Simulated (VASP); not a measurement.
# NbSi (Fm-3m) in VASP: a series of runs

Aim: see how the results for NbSi move with the level of theory and the settings. Levels: LDA, LDA+U. Tasks: single point.

All numbers are computed with VASP 6.6.1; they aren't measurements. Logs are shortened: lines on timing, memory, paths and dates and some standing lists are left out, and cuts for length are marked.

### Step 1. The cell of the first run

It takes space group Fm-3m (No. 225, cubic). Conventional cell: a = 5.148 Å, b = 5.148 Å, c = 5.148 Å, α = 90.00°, β = 90.00°, γ = 90.00°. Nb (site symmetry m-3m) has 6 Si at 2.57 Å within 3.4 Å. Si (site symmetry m-3m) has 6 Nb at 2.57 Å within 3.4 Å.

### Step 2. Single point, LDA

POSCAR

```
NbSi
1.0
    0.0000000000      2.5738300000      2.5738300000
    2.5738300000      0.0000000000      2.5738300000
    2.5738300000      2.5738300000      0.0000000000
Nb Si
1 1
Direct
    0.0000000000      0.0000000000      0.0000000000
    0.5000000000      0.5000000000      0.5000000000
```

INCAR.step1

```
SYSTEM = NbSi
  ALGO = Normal
  EDIFF = 1E-6
  ENCUT = 520
  GGA = CA
  ISIF = 2
  ISMEAR = -1
  LASPH = .TRUE.
  LCHARG = .TRUE.
  LMAXMIX = 4
  LREAL = .FALSE.
  LWAVE = .FALSE.
  NBANDS = 16
  NELM = 60
  PREC = Accurate
  SIGMA = 0.05
```

KPOINTS.step1

```
k-points
0
G
  9 9 9
  0 0 0
```

INCAR.step2

```
SYSTEM = NbSi
  ALGO = Normal
  EDIFF = 1E-6
  ENCUT = 520
  GGA = CA
  ICHARG = 11
  ISIF = 2
  ISMEAR = -5
  LASPH = .TRUE.
  LCHARG = .FALSE.
  LMAXMIX = 4
  LORBIT = 11
  LREAL = .FALSE.
  LWAVE = .FALSE.
  NBANDS = 16
  NEDOS = 2001
  NELM = 60
  PREC = Accurate
  SIGMA = 0.05
```

KPOINTS.step2

```
k-points
0
G
  14 14 14
  0 0 0
```

Potentials or basis: VASP PAW LDA potentials, release 64 (Nb_sv, Si).

Run with:

```sh
$ cat potpaw_LDA.64/Nb_sv/POTCAR potpaw_LDA.64/Si/POTCAR > POTCAR
$ cp INCAR.step1 INCAR
$ cp KPOINTS.step1 KPOINTS
$ mpirun -np 1 vasp_std > vasp.out
$ cp INCAR.step2 INCAR
$ cp KPOINTS.step2 KPOINTS
$ mpirun -np 1 vasp_std > vasp.out
```

OUTCAR:

```text
SYSTEM = NbSi
   EDIFF = 1E-6
   ENCUT = 520
   GGA = CA
   ICHARG = 11
   ISIF = 2
   ISMEAR = -5
   LASPH = .TRUE.
   LORBIT = 11
   LREAL = .FALSE.
   NELM = 60
   PREC = Accurate

 ion  position               nearest neighbor table
   1  0.000  0.000  0.000-   2 2.57   2 2.57   2 2.57   2 2.57   2 2.57   2 2.57
   2  0.500  0.500  0.500-   1 2.57   1 2.57   1 2.57   1 2.57   1 2.57   1 2.57

  LATTYP: Found a face centered cubic cell.
 ALAT       =     5.1476600000

  Lattice vectors:

 A1 = (   0.0000000000,   2.5738300000,   2.5738300000)
 A2 = (   2.5738300000,   0.0000000000,   2.5738300000)
 A3 = (   2.5738300000,   2.5738300000,   0.0000000000)

Analysis of symmetry for initial positions (statically):
=====================================================================
 Subroutine PRICEL returns:
 Original cell was already a primitive cell.

 Routine SETGRP: Setting up the symmetry group for a
 face centered cubic supercell.

 Subroutine GETGRP returns: Found 48 space group operations
 (whereof 48 operations were pure point group operations)
 out of a pool of 48 trial point group operations.

The static configuration has the point symmetry O_h .

Analysis of symmetry for dynamics (positions and initial velocities):
=====================================================================
 Subroutine PRICEL returns:
 Original cell was already a primitive cell.

 Routine SETGRP: Setting up the symmetry group for a
 face centered cubic supercell.

 Subroutine GETGRP returns: Found 48 space group operations
 (whereof 48 operations were pure point group operations)
 out of a pool of 48 trial point group operations.

The dynamic configuration has the point symmetry O_h .

 Subroutine INISYM returns: Found 48 space group operations
 (whereof 48 operations are pure point group operations),
 and found     1 'primitive' translations

----------------------------------------------------------------------------------------

                                     Primitive cell

  volume of cell :      34.1012

  direct lattice vectors                    reciprocal lattice vectors
     0.000000000  2.573830000  2.573830000    -0.194263024  0.194263024  0.194263024
     2.573830000  0.000000000  2.573830000     0.194263024 -0.194263024  0.194263024
     2.573830000  2.573830000  0.000000000     0.194263024  0.194263024 -0.194263024

  length of vectors
     3.639945293  3.639945293  3.639945293     0.336473428  0.336473428  0.336473428

  position of ions in fractional coordinates (direct lattice)
     0.000000000  0.000000000  0.000000000
     0.500000000  0.500000000  0.500000000

  ion indices of the primitive-cell ions
   primitive index   ion index
                 1           1
                 2           2

----------------------------------------------------------------------------------------

 KPOINTS: k-points

Automatic generation of k-mesh.
 Grid dimensions read from file:
 generate k-points for:   14   14   14

 Generating k-lattice:

  Cartesian coordinates                     Fractional coordinates (reciprocal lattice)
    -0.013875930  0.013875930  0.013875930     0.071428571  0.000000000  0.000000000
     0.013875930 -0.013875930  0.013875930     0.000000000  0.071428571  0.000000000
     0.013875930  0.013875930 -0.013875930     0.000000000  0.000000000  0.071428571

  Length of vectors
     0.024033816  0.024033816  0.024033816

  Shift w.r.t. Gamma in fractional coordinates (k-lattice)
     0.000000000  0.000000000  0.000000000

 TETIRR: Found    389 inequivalent tetrahedra from    16464

 Subroutine IBZKPT returns following result:
 ===========================================

 Found    104 irreducible k-points:

 Following reciprocal coordinates:
            Coordinates               Weight
  0.000000  0.000000  0.000000      1.000000
  0.071429  0.000000  0.000000      8.000000
  0.142857  0.000000  0.000000      8.000000
  0.214286  0.000000  0.000000      8.000000
  0.285714  0.000000  0.000000      8.000000
  0.357143  0.000000  0.000000      8.000000
[... 16 lines left out ...]
  0.214286  0.142857  0.000000     24.000000
  0.285714  0.142857  0.000000     24.000000
 [... further k-points ...]
   k-points           NKPTS =    104   k-points in BZ     NKDIM =    104   number of bands    NBANDS=     16
   number of dos      NEDOS =   2001   number of ions     NIONS =      2
   total plane-waves  NPLWV =  21952
   dimension x,y,z NGX =    28 NGY =   28 NGZ =   28
   dimension x,y,z NGXF=    56 NGYF=   56 NGZF=   56
   ions per type =               1   1
   NGX,Y,Z   is equivalent  to a cutoff of  12.79, 12.79, 12.79 a.u.
   NGXF,Y,Z  is equivalent  to a cutoff of  25.58, 25.58, 25.58 a.u.
 SYSTEM =  NbSi
   PREC   = accura    normal or accurate (medium, high low for compatibility)
   ISTART =      0    job   : 0-new  1-cont  2-samecut
   ICHARG =     11    charge: 1-file 2-atom 10-const
   ISPIN  =      1    spin polarized calculation?
   LNONCOLLINEAR =      F non collinear calculations
   LSORBIT =      F    spin-orbit coupling
   LASPH  =      T    aspherical Exc in radial PAW
   ENCUT  =  520.0 eV  38.22 Ry    6.18 a.u.   6.77  6.77  6.77*2*pi/ulx,y,z
   NELM   =     60;   NELMIN=  2; NELMDL=  0     # of ELM steps
   EDIFF  = 0.1E-05   stopping-criterion for ELM
   LREAL  =      F    real-space projection
   EDIFFG = 0.1E-04   stopping-criterion for IOM
   NSW    =      0    number of steps for IOM
   IBRION =     -1    ionic relax: 0-MD 1-quasi-New 2-CG
   NFREE  =      0    steps in history (QN), initial steepest desc. (CG)
   ISIF   =      2    stress and relaxation
   ISYM   =      2    0-nonsym 1-usesym 2-fastsym
   POTIM  = 0.5000    time-step for ionic-motion
   TEBEG  =    0.0;   TEEND  =   0.0 temperature during run
   PSTRESS=    0.0 pullay stress
   NELECT =      17.0000    total number of electrons
   NUPDOWN=      -1.0000    fix difference up-down
   EMIN   =  10.00;   EMAX   =-10.00  energy-range for DOS
   EFERMI =   0.00;   METHOD = LEGACY
   ISMEAR =    -5;   SIGMA  =   0.05  broadening in eV -4-tet -1-fermi 0-gaus
   EFERMI_NEDOS =   21; number of points for ismear=-14 and -15
   IALGO  =     38    algorithm
   IMIX   =      4    mixing-type and parameters
     AMIX     =   0.40;   BMIX     =  1.00
     AMIX_MAG =   1.60;   BMIX_MAG =  1.00
  volume/ion in A,a.u.               =      17.05       115.06
  Fermi-wavevector in a.u.,A,eV,Ry     =   1.298079  2.453015 22.925957  1.685010
  Thomas-Fermi vector in A             =   2.429431
   LORBIT       =     11    0 simple, 1 ext, 2 COOP (PROOUT), +10 PAW based schemes
   GGA     = CA    functional components
   LHFCALC =     F    Hartree Fock is set to
   AEXX    =    0.0000 exact exchange contribution
   IVDW    =     0    specifies the selected vdW correction
   LEPSILON=     F    determine dielectric tensor
   LRPA    =     F    only Hartree local field effects (RPA)
 non-spin polarized calculation
 Fermi weights with tetrahedron method with Bloechl corrections
  energy-cutoff  :      520.00
  volume of cell :       34.10
 maximum number of plane-waves:       941

 number of electron      17.0000002 magnetization

 Free energy of the ion-electron system (eV)
  ---------------------------------------------------
  ext. energy  EPLUGINS =         0.00000000
  ---------------------------------------------------
  free energy    TOTEN  =       -17.70485743 eV

  energy without entropy =      -17.70485743  energy(sigma->0) =      -17.70485743

 E-fermi :  10.1548     XC(G=0): -11.7545

 val. band max:       10.1878205633   @ k =   0.5000   0.5000   0.0000
 cond. band min:      10.0335235210   @ k =   0.2857   0.2857   0.0000
 fundamental gap:     -0.1542970423
 Fermi energy:        10.1547679103

 k-point     1 :       0.0000    0.0000    0.0000
  band No.  band energies     occupation
      1     -44.8429      2.00000
      2     -21.0267      2.00000
      3     -21.0267      2.00000
      4     -21.0267      2.00000
      5      -0.4993      2.00000
      6       8.8499      2.00000
[... 8 lines left out ...]
     15      19.4386      0.00000
     16      23.4857      0.00000

 k-point     2 :       0.0714    0.0000    0.0000
  band No.  band energies     occupation
      1     -44.8420      2.00000
      2     -21.0375      2.00000
      3     -21.0281      2.00000
      4     -21.0281      2.00000
      5      -0.4011      2.00000
      6       8.6713      2.00000
[... 8 lines left out ...]
     15      19.7316      0.00000
     16      23.0298      0.00000

 k-point     3 :       0.1429    0.0000    0.0000
  band No.  band energies     occupation
      1     -44.8396      2.00000
      2     -21.0678      2.00000
      3     -21.0319      2.00000
      4     -21.0319      2.00000
      5      -0.1120      2.00000
      6       8.1700      2.00000
[... 8 lines left out ...]
     15      20.3165      0.00000
     16      22.4402      0.00000

 k-point     4 :       0.2143    0.0000    0.0000
  band No.  band energies     occupation
      1     -44.8361      2.00000
      2     -21.1111      2.00000
      3     -21.0374      2.00000
      4     -21.0374      2.00000
      5       0.3525      2.00000
      6       7.4329      2.00000
[... 8 lines left out ...]
     15      21.0143      0.00000
     16      21.2556      0.00000
[... 324 lines left out ...]
 k-point    22 :       0.1429    0.1429    0.0000
  band No.  band energies     occupation
      1     -44.8385      2.00000
      2     -21.0658      2.00000
      3     -21.0411      2.00000
      4     -21.0411      2.00000
      5      -0.0007      2.00000
      6       7.8726      2.00000
[... 8 lines left out ...]
     15      20.9725      0.00000
     16      21.7319      0.00000

 k-point    23 :       0.2143    0.1429    0.0000
  band No.  band energies     occupation
      1     -44.8359      2.00000
      2     -21.0936      2.00000
      3     -21.0482      2.00000
      4     -21.0462      2.00000
      5       0.3176      2.00000
      6       7.3263      2.00000
[... 8 lines left out ...]
     15      20.4711      0.00000
     16      21.1388      0.00000

 k-point    24 :       0.2857    0.1429    0.0000
  band No.  band energies     occupation
      1     -44.8325      2.00000
      2     -21.1323      2.00000
      3     -21.0552      2.00000
      4     -21.0523      2.00000
      5       0.7865      2.00000
      6       6.7457      2.00000
[... 8 lines left out ...]
     15      19.9470      0.00000
     16      20.4742      0.00000

 [... further k-points ...]

------------------------ aborting loop because EDIFF is reached ----------------------------------------

  FORCE on cell =-STRESS in cart. coord.  units (eV):
  Direction    XX          YY          ZZ          XY          YZ          ZX
  --------------------------------------------------------------------------------------
  -------------------------------------------------------------------------------------
  Total       -1.4457816     -1.4457816     -1.4457816     -0.0000000      0.0000000     -0.0000000
  in kB      -67.9271973    -67.9271973    -67.9271973     -0.0000000      0.0000000     -0.0000000
  external PRESSURE =     -67.9271973 kB  Pullay stress =       0.0000000 kB

 VOLUME and BASIS-vectors are now :
 -----------------------------------------------------------------------------
  energy-cutoff  :      520.00
  volume of cell :       34.10
      direct lattice vectors                 reciprocal lattice vectors
     0.000000000  2.573830000  2.573830000    -0.194263024  0.194263024  0.194263024
     2.573830000  0.000000000  2.573830000     0.194263024 -0.194263024  0.194263024
     2.573830000  2.573830000  0.000000000     0.194263024  0.194263024 -0.194263024

 POSITION                                       TOTAL-FORCE (eV/Angst)
 -----------------------------------------------------------------------------------
      0.00000      0.00000      0.00000         0.000000     -0.000000      0.000000
      2.57383      2.57383      2.57383        -0.000000      0.000000     -0.000000
 -----------------------------------------------------------------------------------
    total drift:                               -0.000000      0.000000      0.000000

  FREE ENERGIE OF THE ION-ELECTRON SYSTEM (eV)
  ---------------------------------------------------
  free  energy   TOTEN  =       -17.7048574306 eV

  energy  without entropy=      -17.7048574306  energy(sigma->0) =      -17.70485743

 total charge

# of ion       s       p       d       tot
------------------------------------------
    1        2.144   5.997   2.574  10.714
    2        0.796   0.964   0.000   1.760
--------------------------------------------------
tot          2.939   6.961   2.574  12.474
```

Wall time 98 s (1 thread of AMD EPYC 7R13, shared host); peak memory 0.14 GiB.

Results:

```yaml
Valence_electrons_inside_the_program's_atomic_spheres: Nb 10.71; Si 1.76
```

Levels at points of the mesh, in eV from the Fermi level:
```csv
k point,band 5,band 6,band 7,band 8,band 9,band 10,band 11,band 12
"(0.00, 0.00, 0.00)",-10.65,-1.30,-1.30,-1.30,-0.73,-0.73,2.39,2.39
"(0.50, 0.00, 0.00)",-7.22,-5.92,-3.22,-3.22,1.22,1.22,2.44,4.36
"(0.50, 0.50, 0.00)",-8.41,-3.47,-3.21,0.03,0.03,0.33,1.88,1.88
```

Caveat: tetrahedron occupations give inexact forces and stress in metals.

### Step 3. Single point, LDA+U

POSCAR is that of step 2.

INCAR.step1

```
SYSTEM = NbSi
  ALGO = Normal
  EDIFF = 1E-7
  ENCUT = 520
  ISIF = 2
  ISMEAR = -1
  LASPH = .True.
  LCHARG = .True.
  LDAU = .True.
  LDAUJ = 0 0
  LDAUL = 2 -1
  LDAUPRINT = 1
  LDAUTYPE = 2
  LDAUU = 2 0
  LMAXMIX = 4
  LREAL = .False.
  LWAVE = .False.
  NBANDS = 16
  NELM = 150
  PREC = Accurate
  SIGMA = 0.05
```

KPOINTS.step1

```
k-points
0
Gamma
  9 9 9
  0 0 0
```

INCAR.step2

```
SYSTEM = NbSi
  ALGO = Normal
  EDIFF = 1E-7
  ENCUT = 520
  ICHARG = 11
  ISIF = 2
  ISMEAR = -5
  LASPH = .True.
  LCHARG = .False.
  LDAU = .True.
  LDAUJ = 0 0
  LDAUL = 2 -1
  LDAUPRINT = 1
  LDAUTYPE = 2
  LDAUU = 2 0
  LMAXMIX = 4
  LORBIT = 11
  LREAL = .False.
  LWAVE = .False.
  NBANDS = 16
  NEDOS = 2001
  NELM = 150
  PREC = Accurate
  SIGMA = 0.05
```

KPOINTS.step2

```
k-points
0
Gamma
  14 14 14
  0 0 0
```

Potentials or basis: VASP PAW LDA potentials, release 64 (Nb_sv, Si).

Run with:

```sh
$ cat potpaw_LDA.64/Nb_sv/POTCAR potpaw_LDA.64/Si/POTCAR > POTCAR
$ cp INCAR.step1 INCAR
$ cp KPOINTS.step1 KPOINTS
$ mpirun -np 1 vasp_std > vasp.out
$ cp INCAR.step2 INCAR
$ cp KPOINTS.step2 KPOINTS
$ mpirun -np 1 vasp_std > vasp.out
```

Run time: 89 s. Hardware: 1 thread of AMD EPYC 7R13, shared host; peak memory 0.14 GiB.

The run converged. Its results:

| Quantity | Value |
| --- | --- |
| Valence electrons inside the program's atomic spheres | Nb 10.55; Si 1.78 |

Levels at points of the mesh, in eV from the Fermi level:
```
           k point  band 4  band 5  band 6  band 7  band 8  band 9  band 10  band 11  band 12  band 13
(0.00, 0.00, 0.00)  -31.61  -10.80   -1.24   -1.24   -1.24   -0.79    -0.79     2.27     2.27     2.27
(0.50, 0.00, 0.00)  -31.63   -7.34   -6.04   -3.27   -3.27    1.33     1.33     2.49     4.21     6.74
(0.50, 0.50, 0.00)  -31.68   -8.50   -3.63   -3.20   -0.11   -0.11     0.28     2.03     2.03     2.80
```

Eigenvalues of the final occupation matrices:
```tsv
site	spin	trace	eigenvalues
site 1 d	1	1.21	0.19 0.19 0.19 0.32 0.32
site 1 d	2	1.21	0.19 0.19 0.19 0.32 0.32
```

Caveat: U without spin polarisation on a metal has little footing; the U is typed as a test and isn't derived for this compound; tetrahedron occupations give inexact forces and stress in metals.
